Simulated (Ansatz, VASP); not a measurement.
One calculation of CdS, two programs

Contents of POSCAR:

```
CdS
1.0
    4.1500000000      0.0000000000      0.0000000000
   -2.0750000000      3.5940054257      0.0000000000
    0.0000000000      0.0000000000      6.7370000000
Cd S
2 2
Direct
    0.6666666667      0.3333333333      0.5000000000
    0.3333333333      0.6666666667      0.0000000000
    0.6666666667      0.3333333333      0.8750000000
    0.3333333333      0.6666666667      0.3750000000
```

INCAR.step1

```
SYSTEM = CdS
ALGO = Normal
EDIFF = 1E-4
ENCUT = 520
GGA = PE
ISMEAR = -1
LASPH = .True.
LCHARG = .False.
LREAL = .False.
LWAVE = .True.
NBANDS = 26
NELM = 80
PREC = Accurate
SIGMA = 0.05
```

INCAR.step2

```
SYSTEM = CdS
ALGO = Normal
EDIFF = 1E-6
ENCUT = 520
ISIF = 2
ISMEAR = -1
ISTART = 1
LASPH = .True.
LCHARG = .False.
LMIXTAU = .True.
LREAL = .False.
LWAVE = .False.
METAGGA = R2SCAN
NBANDS = 26
NELM = 80
PREC = Accurate
SIGMA = 0.05
```

Contents of KPOINTS:

```
k-points
0
Gamma
  4 4 3
  0 0 0
```

Contents of input.yaml:

```yaml
crystal:
  lattice:
    - [4.15, 0.0, 0.0]
    - [-2.075, 3.5940054257, 0.0]
    - [0.0, 0.0, 6.737]
  atoms:
    - { symbol: Cd, position: [0.6666666667, 0.3333333333, 0.5] }
    - { symbol: Cd, position: [0.3333333333, 0.6666666667, 0.0] }
    - { symbol: S, position: [0.6666666667, 0.3333333333, 0.875] }
    - { symbol: S, position: [0.3333333333, 0.6666666667, 0.375] }
hamiltonian:
  xc: r2scan
  pseudopotentials: { kind: paw }
kpoints:
  mp_grid: { grid: [4, 4, 3] }
scf:
  occupations: { method: fermi_dirac, width: 0.05 }
  n_extra_bands: 10
output:
  forces: true
  stress: true
  eigenvalues: true
  dos: { projected: true, de: 0.05, nscf_kmesh: { grid: [6, 6, 5] } }
  write_density: true
  write_potential: true
  elf: true
  volumetric_format: npy
```

Alike in both runs: functional r2SCAN; k mesh 4 × 4 × 3; occupations fermi-dirac, width 0.05 eV; no spin polarisation.

|  | VASP | Ansatz |
| --- | --- | --- |
| version | VASP 6.6.1 | Ansatz 0.2.0 |
| potentials or method | VASP PAW PBE potentials, release 64 (Cd, S) | Ansatz PAW |
| plane-wave cutoff (eV) | 520 | 500 |
| valence electrons in the cell | 36 | 52 |
| task | single point | projected density of states |

VASP gave:

```
gap on the k mesh at the Fermi level (eV)                     : 1.65
least direct gap on the mesh (eV)                             : 1.65
pressure (GPa)                                                : 1.1
traceless stress, the component that is largest in VASP (GPa) : 0.28
rms of the force components (eV/Å)                            : 0.036
```

Estimate Ansatz's values.

gap on the k mesh at the Fermi level (eV): 1.65; least direct gap on the mesh (eV): 1.65; pressure (GPa): 0.8; traceless stress, the component that is largest in VASP (GPa): 0.27; rms of the force components (eV/Å): 0.035.

VASP's potentials were made for PBE, not for r2SCAN. Atom by atom the forces differ by 0.001 eV/Å (rms over components). The functional is the same, so the differences come from potentials, cutoffs and numerics. VASP's potentials hold 36 valence electrons a cell and Ansatz's 52, so a difference there can come from the potentials and not from the codes.

The k mesh is coarse, so the values compare programs but aren't converged. Noted on Ansatz's run: odd divisions of the mesh miss points on the zone boundary, where band edges often lie, so the gap on the mesh can be too wide.
